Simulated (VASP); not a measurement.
Set up this calculation in VASP 6.6.1, as the native input.

```
Task                   : relaxation of cell and atoms
Functional             : PBEsol
Potentials or basis    : VASP PAW PBE potentials, release 64 (Si, O)
Cutoff                 : 600 eV
k mesh                 : 6 × 6 × 6
Occupations            : gaussian, width 0.02 eV
Spin                   : no spin polarisation
Dipole correction      : no
Further INCAR settings : ALGO = Normal; EDIFF = 1e-06; IBRION = 2; EDIFFG = -0.005; NSW = 100; ISIF = 3
```

The structure of SiO2 lies in POSCAR:

```
SiO2
1.0
   -2.4772904627      2.4772904627      3.6556712422
    2.4772904627     -2.4772904627      3.6556712422
    2.4772904627      2.4772904627     -3.6556712422
Si O
2 4
Direct
    0.0000000000      0.0000000000      0.0000000000
    0.7500000000      0.2500000000      0.5000000000
    0.3750000000      0.2217861300      0.3467861300
    0.9717861300      0.6250000000      0.8467861300
    0.7782138700      0.1250000000      0.1532138700
    0.8750000000      0.0282138700      0.6532138700
```

These files were run (other wordings do the same):

INCAR

```
PREC = Accurate
ENCUT = 600
EDIFF = 1E-6
ISMEAR = 0
SIGMA = 0.02
LREAL = False
LASPH = True
NELM = 80
ALGO = Normal
ISIF = 3
LWAVE = False
LCHARG = False
GGA = PS
IBRION = 2
NSW = 100
EDIFFG = -0.005
```

KPOINTS

```
Automatic mesh
0
Gamma
  6 6 6
```

Potentials or basis: VASP PAW PBE potentials, release 64 (Si, O).

Launch:

```console
$ cat potpaw_PBE.64/Si/POTCAR potpaw_PBE.64/O/POTCAR > POTCAR
$ mpirun -np 1 vasp_std > vasp.out
```

It gave:

```json
{"Relaxed volume": "15.16 Å³/atom", "Relaxed cell": "a = 5.086 Å, b = 5.086 Å, c = 5.086 Å, α = 121.41°, β = 121.41°, γ = 87.57°", "Space group after relaxing (to 0.1 Å)": "I-42d (No. 122)", "Energy gained by relaxing": "1.8 meV/atom", "Ionic steps": "4", "Pressure after relaxing": "0.0 GPa", "Band gap on the k mesh": "5.81 eV"}
```

Caveat: the PAW data sets were made with another functional, which shifts forces and pressure a little.

Run time: 100 s on 1 thread of Intel(R) Xeon(R) Platinum 8375C CPU @ 2.90GHz (Ice Lake), with other jobs on the host, peak memory 0.26 GiB.
